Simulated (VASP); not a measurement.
# ZrB (Fm-3m) in VASP: notebook

ZrB is run at these levels: LDA; tasks: single point.

Program: VASP 6.6.1. These are calculated values, not measurements. Logs are shortened: lines on timing, memory, paths and dates and some standing lists are left out, and cuts for length are marked.

**1. The cell of the first run**

It takes space group Fm-3m (No. 225, cubic). Conventional cell: a = 4.587 Å, b = 4.587 Å, c = 4.587 Å, α = 90.00°, β = 90.00°, γ = 90.00°. Zr (site symmetry m-3m) has 6 B at 2.29 Å within 3.0 Å. Within 3.0 Å of B (site symmetry m-3m) lie 6 Zr at 2.29 Å.

**2. Single point, LDA**

Input file INCAR:

```
PREC     = Accurate       # precision mode
ENCUT    = 520            # plane-wave cutoff, eV
EDIFF    = 1E-7           # SCF threshold, eV
ISMEAR   = -1             # smearing method
SIGMA    = 0.05           # smearing width, eV
LREAL    = False          # projectors in reciprocal space
LASPH    = True           # aspherical terms in the spheres
NELM     = 100            # most SCF steps
ALGO     = Normal         # electronic algorithm
ISIF     = 2              # what is computed and relaxed
LWAVE    = False          # write WAVECAR
LCHARG   = False          # write CHGCAR
GGA      = CA             # functional
NBANDS   = 14             # bands
```

Input file KPOINTS:

```
Automatic mesh
0
Gamma
  10 10 10
```

Input file POSCAR:

```
ZrB
1.0
    0.0000000000      2.2935772291      2.2935772291
    2.2935772291      0.0000000000      2.2935772291
    2.2935772291      2.2935772291      0.0000000000
Zr B
1 1
Direct
    0.0000000000      0.0000000000      0.0000000000
    0.5000000000      0.5000000000      0.5000000000
```

Potentials or basis: VASP PAW LDA potentials, release 64 (Zr_sv, B).

Started as:

```sh
$ cat potpaw_LDA.64/Zr_sv/POTCAR potpaw_LDA.64/B/POTCAR > POTCAR
$ mpirun -np 1 vasp_std > vasp.out
```

OUTCAR:

```text
PREC = Accurate
   ENCUT = 520
   EDIFF = 1E-7
   ISMEAR = -1
   LREAL = False
   LASPH = True
   NELM = 100
   ISIF = 2
   GGA = CA

 ion  position               nearest neighbor table
   1  0.000  0.000  0.000-   2 2.29   2 2.29   2 2.29   2 2.29   2 2.29   2 2.29
   2  0.500  0.500  0.500-   1 2.29   1 2.29   1 2.29   1 2.29   1 2.29   1 2.29

  LATTYP: Found a face centered cubic cell.
 ALAT       =     4.5871544582

  Lattice vectors:

 A1 = (   0.0000000000,   2.2935772291,   2.2935772291)
 A2 = (   2.2935772291,   0.0000000000,   2.2935772291)
 A3 = (   2.2935772291,   2.2935772291,   0.0000000000)

Analysis of symmetry for initial positions (statically):
=====================================================================
 Subroutine PRICEL returns:
 Original cell was already a primitive cell.

 Routine SETGRP: Setting up the symmetry group for a
 face centered cubic supercell.

 Subroutine GETGRP returns: Found 48 space group operations
 (whereof 48 operations were pure point group operations)
 out of a pool of 48 trial point group operations.

The static configuration has the point symmetry O_h .

Analysis of symmetry for dynamics (positions and initial velocities):
=====================================================================
 Subroutine PRICEL returns:
 Original cell was already a primitive cell.

 Routine SETGRP: Setting up the symmetry group for a
 face centered cubic supercell.

 Subroutine GETGRP returns: Found 48 space group operations
 (whereof 48 operations were pure point group operations)
 out of a pool of 48 trial point group operations.

The dynamic configuration has the point symmetry O_h .

 Subroutine INISYM returns: Found 48 space group operations
 (whereof 48 operations are pure point group operations),
 and found     1 'primitive' translations

----------------------------------------------------------------------------------------

                                     Primitive cell

  volume of cell :      24.1307

  direct lattice vectors                    reciprocal lattice vectors
     0.000000000  2.293577229  2.293577229    -0.218000072  0.218000072  0.218000072
     2.293577229  0.000000000  2.293577229     0.218000072 -0.218000072  0.218000072
     2.293577229  2.293577229  0.000000000     0.218000072  0.218000072 -0.218000072

  length of vectors
     3.243608024  3.243608024  3.243608024     0.377587200  0.377587200  0.377587200

  position of ions in fractional coordinates (direct lattice)
     0.000000000  0.000000000  0.000000000
     0.500000000  0.500000000  0.500000000

  ion indices of the primitive-cell ions
   primitive index   ion index
                 1           1
                 2           2

----------------------------------------------------------------------------------------

 KPOINTS: Automatic mesh

Automatic generation of k-mesh.
 Grid dimensions read from file:
 generate k-points for:   10   10   10

 Generating k-lattice:

  Cartesian coordinates                     Fractional coordinates (reciprocal lattice)
    -0.021800007  0.021800007  0.021800007     0.100000000  0.000000000  0.000000000
     0.021800007 -0.021800007  0.021800007     0.000000000  0.100000000  0.000000000
     0.021800007  0.021800007 -0.021800007     0.000000000  0.000000000  0.100000000

  Length of vectors
     0.037758720  0.037758720  0.037758720

  Shift w.r.t. Gamma in fractional coordinates (k-lattice)
     0.000000000  0.000000000  0.000000000

 Subroutine IBZKPT returns following result:
 ===========================================

 Found     47 irreducible k-points:

 Following reciprocal coordinates:
            Coordinates               Weight
  0.000000  0.000000  0.000000      1.000000
  0.100000  0.000000  0.000000      8.000000
  0.200000  0.000000  0.000000      8.000000
  0.300000  0.000000  0.000000      8.000000
  0.400000  0.000000  0.000000      8.000000
  0.500000  0.000000  0.000000      4.000000
[... 16 lines left out ...]
  0.300000  0.300000  0.000000      6.000000
  0.400000  0.300000  0.000000     24.000000
 [... further k-points ...]
   k-points           NKPTS =     47   k-points in BZ     NKDIM =     47   number of bands    NBANDS=     14
   number of dos      NEDOS =    301   number of ions     NIONS =      2
   total plane-waves  NPLWV =  13824
   dimension x,y,z NGX =    24 NGY =   24 NGZ =   24
   dimension x,y,z NGXF=    48 NGYF=   48 NGZF=   48
   ions per type =               1   1
   NGX,Y,Z   is equivalent  to a cutoff of  12.30, 12.30, 12.30 a.u.
   NGXF,Y,Z  is equivalent  to a cutoff of  24.60, 24.60, 24.60 a.u.
 SYSTEM =  unknown system
   PREC   = accura    normal or accurate (medium, high low for compatibility)
   ISTART =      0    job   : 0-new  1-cont  2-samecut
   ICHARG =      2    charge: 1-file 2-atom 10-const
   ISPIN  =      1    spin polarized calculation?
   LNONCOLLINEAR =      F non collinear calculations
   LSORBIT =      F    spin-orbit coupling
   LASPH  =      T    aspherical Exc in radial PAW
   ENCUT  =  520.0 eV  38.22 Ry    6.18 a.u.   6.03  6.03  6.03*2*pi/ulx,y,z
   NELM   =    100;   NELMIN=  2; NELMDL= -5     # of ELM steps
   EDIFF  = 0.1E-06   stopping-criterion for ELM
   LREAL  =      F    real-space projection
   EDIFFG = 0.1E-05   stopping-criterion for IOM
   NSW    =      0    number of steps for IOM
   IBRION =     -1    ionic relax: 0-MD 1-quasi-New 2-CG
   NFREE  =      0    steps in history (QN), initial steepest desc. (CG)
   ISIF   =      2    stress and relaxation
   ISYM   =      2    0-nonsym 1-usesym 2-fastsym
   POTIM  = 0.5000    time-step for ionic-motion
   TEBEG  =    0.0;   TEEND  =   0.0 temperature during run
   PSTRESS=    0.0 pullay stress
   NELECT =      15.0000    total number of electrons
   NUPDOWN=      -1.0000    fix difference up-down
   EMIN   =  10.00;   EMAX   =-10.00  energy-range for DOS
   EFERMI =   0.00;   METHOD = LEGACY
   ISMEAR =    -1;   SIGMA  =   0.05  broadening in eV -4-tet -1-fermi 0-gaus
   EFERMI_NEDOS =   21; number of points for ismear=-14 and -15
   IALGO  =     38    algorithm
   IMIX   =      4    mixing-type and parameters
     AMIX     =   0.40;   BMIX     =  1.00
     AMIX_MAG =   1.60;   BMIX_MAG =  1.00
  volume/ion in A,a.u.               =      12.07        81.42
  Fermi-wavevector in a.u.,A,eV,Ry     =   1.397168  2.640264 26.559630  1.952078
  Thomas-Fermi vector in A             =   2.520450
   LORBIT       =      0    0 simple, 1 ext, 2 COOP (PROOUT), +10 PAW based schemes
   GGA     = CA    functional components
   LHFCALC =     F    Hartree Fock is set to
   AEXX    =    0.0000 exact exchange contribution
   IVDW    =     0    specifies the selected vdW correction
   LEPSILON=     F    determine dielectric tensor
   LRPA    =     F    only Hartree local field effects (RPA)
 non-spin polarized calculation
  energy-cutoff  :      520.00
  volume of cell :       24.13
 maximum number of plane-waves:       666
   NGX = 13   NGY = 13   NGZ = 13

 number of electron      15.0000000 magnetization

 Free energy of the ion-electron system (eV)
  ---------------------------------------------------
  ext. energy  EPLUGINS =         0.00000000
  ---------------------------------------------------
  free energy    TOTEN  =       -17.10001082 eV

  energy without entropy =      -17.09241456  energy(sigma->0) =      -17.09621269

 E-fermi :   9.3445     XC(G=0): -12.5844

 val. band max:        9.2862206385   @ k =   0.5000   0.5000   0.0000
 cond. band min:       9.3889619987   @ k =   0.5000   0.3000   0.1000
 fundamental gap:      0.1027413602
 Fermi energy:         9.3444831525

 k-point     1 :       0.0000    0.0000    0.0000
  band No.  band energies     occupation
      1     -36.9877      2.00000
      2     -14.8360      2.00000
      3     -14.8360      2.00000
      4     -14.8360      2.00000
      5       1.0913      2.00000
      6      11.2689      0.00000
      7      11.2689      0.00000
      8      11.2689      0.00000
      9      13.1906      0.00000
     10      13.1906      0.00000
     11      13.2514      0.00000
     12      13.2514      0.00000
     13      13.2514      0.00000
     14      20.6540      0.00000

 k-point     2 :       0.1000    0.0000    0.0000
  band No.  band energies     occupation
      1     -36.9739      2.00000
      2     -14.9514      2.00000
      3     -14.8464      2.00000
      4     -14.8464      2.00000
      5       1.3799      2.00000
      6      10.4952      0.00000
      7      10.9796      0.00000
      8      10.9796      0.00000
      9      11.9956      0.00000
     10      11.9956      0.00000
     11      13.6462      0.00000
     12      15.2989      0.00000
     13      15.2989      0.00000
     14      21.3504      0.00000

 k-point     3 :       0.2000    0.0000    0.0000
  band No.  band energies     occupation
      1     -36.9373      2.00000
      2     -15.2431      2.00000
      3     -14.8737      2.00000
      4     -14.8737      2.00000
      5       2.1650      2.00000
      6       9.1564      1.95453
      7       9.7345      0.00082
      8       9.7345      0.00082
      9      12.5222      0.00000
     10      12.5222      0.00000
     11      14.1545      0.00000
     12      17.6429      0.00000
     13      17.6429      0.00000
     14      22.8802      0.00000
[... 324 lines left out ...]
 k-point    23 :       0.3000    0.3000    0.0000
  band No.  band energies     occupation
      1     -36.8593      2.00000
      2     -15.5167      2.00000
      3     -15.0910      2.00000
      4     -15.0910      2.00000
      5       3.1451      2.00000
      6       7.5605      2.00000
      7       8.9265      1.99953
      8      11.1478      0.00000
      9      11.1478      0.00000
     10      14.3265      0.00000
     11      16.7418      0.00000
     12      16.7418      0.00000
     13      20.9636      0.00000
     14      25.6983      0.00000

 k-point    24 :       0.4000    0.3000    0.0000
  band No.  band energies     occupation
      1     -36.8295      2.00000
      2     -15.6587      2.00000
      3     -15.1667      2.00000
      4     -15.1308      2.00000
      5       3.3227      2.00000
      6       7.7615      2.00000
      7       8.5228      2.00000
      8      10.7929      0.00000
      9      11.6413      0.00000
     10      15.2272      0.00000
     11      16.8699      0.00000
     12      17.1273      0.00000
     13      21.6356      0.00000
     14      24.2381      0.00000

 [... further k-points ...]

------------------------ aborting loop because EDIFF is reached ----------------------------------------

  FORCE on cell =-STRESS in cart. coord.  units (eV):
  Direction    XX          YY          ZZ          XY          YZ          ZX
  --------------------------------------------------------------------------------------
  -------------------------------------------------------------------------------------
  Total        5.6165791      5.6165791      5.6165791      0.0000000      0.0000000     -0.0000000
  in kB      372.9171569    372.9171569    372.9171569      0.0000000      0.0000000     -0.0000000
  external PRESSURE =     372.9171569 kB  Pullay stress =       0.0000000 kB

 VOLUME and BASIS-vectors are now :
 -----------------------------------------------------------------------------
  energy-cutoff  :      520.00
  volume of cell :       24.13
      direct lattice vectors                 reciprocal lattice vectors
     0.000000000  2.293577229  2.293577229    -0.218000072  0.218000072  0.218000072
     2.293577229  0.000000000  2.293577229     0.218000072 -0.218000072  0.218000072
     2.293577229  2.293577229  0.000000000     0.218000072  0.218000072 -0.218000072

 POSITION                                       TOTAL-FORCE (eV/Angst)
 -----------------------------------------------------------------------------------
      0.00000      0.00000      0.00000         0.000000     -0.000000      0.000000
      2.29358      2.29358      2.29358        -0.000000      0.000000     -0.000000
 -----------------------------------------------------------------------------------
    total drift:                                0.000000     -0.000000     -0.000000

  FREE ENERGIE OF THE ION-ELECTRON SYSTEM (eV)
  ---------------------------------------------------
  free  energy   TOTEN  =       -17.1000108231 eV

  energy  without entropy=      -17.0924145571  energy(sigma->0) =      -17.09621269
```

It took 4.9 s on 1 thread of Intel Xeon 6975P-C (Granite Rapids), shared host; peak memory 0.13 GiB.

Results:

- Free energy: -17.1000 eV
- Pressure: 37.3 GPa

**3. Single point, LDA**

This run uses another cell than the first one, of 12.32 Å³/atom, 1.021 times its volume.

Input file INCAR:

```
SYSTEM = ZrB
  ALGO = Normal
  EDIFF = 1E-6
  ENCUT = 520
  ISIF = 2
  ISMEAR = -1
  LASPH = .TRUE.
  LCHARG = .FALSE.
  LREAL = .FALSE.
  LWAVE = .FALSE.
  NBANDS = 14
  NELM = 80
  PREC = Accurate
  SIGMA = 0.05
```

Input file KPOINTS:

```
k-points
0
G
  10 10 10
  0 0 0
```

Input file POSCAR:

```
ZrB
1.0
    0.0000000000      2.3093955030      2.3093955030
    2.3093955030      0.0000000000      2.3093955030
    2.3093955030      2.3093955030      0.0000000000
Zr B
1 1
Direct
    0.0000000000      0.0000000000      0.0000000000
    0.5000000000      0.5000000000      0.5000000000
```

Potentials or basis: VASP PAW LDA potentials, release 64 (Zr_sv, B).

Started as:

```sh
$ cat potpaw_LDA.64/Zr_sv/POTCAR potpaw_LDA.64/B/POTCAR > POTCAR
$ mpirun -np 1 vasp_std > vasp.out
```

Wall time 4.3 s (1 thread of Intel Xeon 6975P-C (Granite Rapids), shared host); peak memory 0.13 GiB.

The run converged. Its results:

* Free energy: -17.2076 eV
* Pressure: 31.2 GPa

Levels at points of the mesh, in eV from the Fermi level:
```csv
k point,band 4,band 5,band 6,band 7,band 8,band 9,band 10,band 11,band 12,band 13
"(0.00, 0.00, 0.00)",-24.28,-8.23,1.91,1.91,1.91,3.77,3.77,3.86,3.86,3.86
"(0.50, 0.00, 0.00)",-24.38,-4.23,-3.33,-1.45,-1.45,5.86,5.86,7.50,8.44,13.64
"(0.50, 0.50, 0.00)",-24.64,-6.43,-1.19,-0.15,2.64,2.64,5.61,7.06,7.06,10.96
```
